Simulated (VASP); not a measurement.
# MgS in VASP: a series of runs, part 2 of 2

VASP 6.6.1. Earlier steps stand in the parts before.

## (3) Single point, HSE06 (epitaxial xy strain -2.0%)

File POSCAR:

```
MgS
1.0
    0.0000000000      2.5481866262      2.6339136872
    2.5481866262      0.0000000000      2.6339136872
    2.5481866262      2.5481866262      0.0000000000
Mg S
1 1
Direct
    0.0000000000      0.0000000000      0.0000000000
    0.5000000000      0.5000000000      0.5000000000
```

File INCAR.step1:

```
ALGO = Normal ; EDIFF = 1E-5
ENCUT = 520 ; GGA = PE
ISIF = 2 ; ISMEAR = 0
LASPH = True ; LCHARG = False
LREAL = False ; LWAVE = True
NBANDS = 11 ; NELM = 100
PREC = Accurate ; SIGMA = 0.01
```

File INCAR.step2:

```
ALGO = Normal ; EDIFF = 1E-6
ENCUT = 520 ; GGA = PE
HFSCREEN = 0.2079 ; ISIF = 2
ISMEAR = 0 ; ISTART = 1
LASPH = True ; LCHARG = False
LHFCALC = True ; LREAL = False
LWAVE = False ; NBANDS = 11
NELM = 100 ; PREC = Accurate
PRECFOCK = Normal ; SIGMA = 0.01
```

File KPOINTS:

```
k-points
0
Gamma
  6 6 6
```

Potentials or basis: VASP PAW PBE potentials, release 64 (Mg, S).

Launch:

```bash
$ cat potpaw_PBE.64/Mg/POTCAR potpaw_PBE.64/S/POTCAR > POTCAR
$ cp INCAR.step1 INCAR
$ mpirun -np 1 vasp_std > vasp.out
$ cp INCAR.step2 INCAR
$ mpirun -np 1 vasp_std > vasp.out
```

OUTCAR:

```text
EDIFF = 1E-6
   ENCUT = 520
   GGA = PE
   HFSCREEN = 0.2079
   ISIF = 2
   ISMEAR = 0
   ISTART = 1
   LASPH = True
   LHFCALC = True
   LREAL = False
   NELM = 100
   PREC = Accurate
   PRECFOCK = Normal

 ion  position               nearest neighbor table
   1  0.000  0.000  0.000-   2 2.55   2 2.55   2 2.55   2 2.55   2 2.63   2 2.63
   2  0.500  0.500  0.500-   1 2.55   1 2.55   1 2.55   1 2.55   1 2.63   1 2.63

  LATTYP: Found a body centered tetragonal cell.
 ALAT       =     3.6036800862
 C/A-ratio  =     1.4617910714

  Lattice vectors:

 A1 = (  -2.5481866262,   0.0000000000,   2.6339136872)
 A2 = (   2.5481866262,   0.0000000000,   2.6339136872)
 A3 = (   0.0000000000,   2.5481866262,  -2.6339136872)

Analysis of symmetry for initial positions (statically):
=====================================================================
 Subroutine PRICEL returns:
 Original cell was already a primitive cell.

 Routine SETGRP: Setting up the symmetry group for a
 body centered tetragonal supercell.

 Subroutine GETGRP returns: Found 16 space group operations
 (whereof 16 operations were pure point group operations)
 out of a pool of 16 trial point group operations.

The static configuration has the point symmetry D_4h.

Analysis of symmetry for dynamics (positions and initial velocities):
=====================================================================
 Subroutine PRICEL returns:
 Original cell was already a primitive cell.

 Routine SETGRP: Setting up the symmetry group for a
 body centered tetragonal supercell.

 Subroutine GETGRP returns: Found 16 space group operations
 (whereof 16 operations were pure point group operations)
 out of a pool of 16 trial point group operations.

The dynamic configuration has the point symmetry D_4h.

 Subroutine INISYM returns: Found 16 space group operations
 (whereof 16 operations are pure point group operations),
 and found     1 'primitive' translations

[... 124 lines left out ...]
   NKREDY  =     1    reduce k-point grid by
   NKREDZ  =     1    reduce k-point grid by
   AEXX    =    0.2500 exact exchange contribution
   HFSCREEN=    0.2079 screening length (either q_TF or 0.3 A-1)
   HFSCREENC=   0.2079 screening length for correlation (either q_TF or 0.3 A-1)
   ENCUTFOCK=  -1.0 apply spherical cutoff to Coloumb kernel
   IVDW    =     0    specifies the selected vdW correction
   LEPSILON=     F    determine dielectric tensor
   LRPA    =     F    only Hartree local field effects (RPA)
 non-spin polarized calculation
 Gauss-broadening in eV      SIGMA  =   0.01
  energy-cutoff  :      520.00
  volume of cell :       34.21
 maximum number of plane-waves:       942
  NGX = 24; NGY = 24; NGZ = 24

 number of electron       7.9999998 magnetization

 Free energy of the ion-electron system (eV)
  ---------------------------------------------------
  ext. energy  EPLUGINS =         0.00000000
  ---------------------------------------------------
  free energy    TOTEN  =        -9.87471154 eV

  energy without entropy =       -9.87471154  energy(sigma->0) =       -9.87471154

 E-fermi :   3.4816     XC(G=0):  -8.1429

 val. band max:        3.4231349433   @ k =   0.0000   0.0000   0.0000
 cond. band min:       7.0914448298   @ k =   0.5000   0.0000   0.5000
 fundamental gap:      3.6683098865
 Fermi energy:         3.4816119889

 k-point     1 :       0.0000    0.0000    0.0000
  band No.  band energies     occupation
      1     -10.8226      2.00000
      2       3.2727      2.00000
      3       3.2727      2.00000
      4       3.4231      2.00000
      5       8.3706      0.00000
      6      12.1818      0.00000
      7      12.5431      0.00000
      8      12.5431      0.00000
      9      14.7989      0.00000
     10      15.3050      0.00000
     11      17.1490      0.00000
[... 309 lines left out ...]
 k-point    24 :       0.5000    0.0000    0.3333
  band No.  band energies     occupation
      1      -8.9662      2.00000
      2      -1.1040      2.00000
      3       0.6976      2.00000
      4       1.6340      2.00000
      5       8.0353      0.00000
      6       9.9177      0.00000
      7      14.7853      0.00000
      8      15.2304      0.00000
      9      17.9983      0.00000
     10      19.6555      0.00000
     11      21.1011      0.00000

 [... further k-points ...]
[... 5 lines left out ...]
  --------------------------------------------------------------------------------------
  -------------------------------------------------------------------------------------
  Total        0.6751874      0.6751874     -0.1409195      0.0000000      0.0000000      0.0000000
  in kB       31.6257572     31.6257572     -6.6006631      0.0000000      0.0000000      0.0000000
  external PRESSURE =      18.8836171 kB  Pullay stress =       0.0000000 kB

 VOLUME and BASIS-vectors are now :
 -----------------------------------------------------------------------------
  energy-cutoff  :      520.00
  volume of cell :       34.21
      direct lattice vectors                 reciprocal lattice vectors
     0.000000000  2.548186626  2.633913687    -0.196217967  0.196217967  0.189831581
     2.548186626  0.000000000  2.633913687     0.196217967 -0.196217967  0.189831581
     2.548186626  2.548186626  0.000000000     0.196217967  0.196217967 -0.189831581

 POSITION                                       TOTAL-FORCE (eV/Angst)
 -----------------------------------------------------------------------------------
      0.00000      0.00000      0.00000         0.000000      0.000000      0.000000
      2.54819      2.54819      2.63391         0.000000     -0.000000     -0.000000
 -----------------------------------------------------------------------------------
    total drift:                                0.000676     -0.000004      0.000245

  FREE ENERGIE OF THE ION-ELECTRON SYSTEM (eV)
  ---------------------------------------------------
  free  energy   TOTEN  =        -9.8747115369 eV

  energy  without entropy=       -9.8747115369  energy(sigma->0) =       -9.87471154
```

Run time: 38 min. Hardware: 1 thread of Intel Xeon Platinum 8488C (Sapphire Rapids), shared host; peak memory 0.28 GiB.

Results:

```
Free energy            : -9.8747 eV
Pressure               : 1.9 GPa
Band gap on the k mesh : 3.67 eV (least direct gap 4.95 eV)
```

Stress tensor (GPa, compression positive):
```
 3.16  0.00  0.00
 0.00  3.16  0.00
 0.00  0.00 -0.66
```

Caveat: the cell differs from its parent crystal (epitaxial xy strain -2.0%); the PAW data sets were made with another functional, which shifts forces and pressure a little.
